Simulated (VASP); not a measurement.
The system is TeW.

```
W Te
1.0
     0.00000    2.83202    2.83202
     2.83202    0.00000    2.83202
     2.83202    2.83202    0.00000
W Te
1 1
Direct
  0.00000 0.00000 0.00000
  0.50000 0.50000 0.50000
```

Base run:

```yaml
Program: VASP 6.6.1
Functional: PBE
Potentials_or_basis: VASP PAW PBE potentials, release 64 (W_sv, Te)
Cutoff: 520 eV
k_mesh: 14 × 14 × 14
Occupations: gaussian, width 0.1 eV
Spin: collinear spin, ferromagnetic start
Starting_moments: "[0.5, 0.0] μB"
```

Its results: pressure 0.0 GPa.

Task: The run is repeated on the same cell with these changes: spin from collinear spin, ferromagnetic start to no spin polarisation; further incar settings from ALGO = Normal; EDIFF = 1e-06; NBANDS = 21 to ALGO = Normal; EDIFF = 1e-06; NBANDS = 17. What comes out?

Result: Pressure -4.1 GPa.
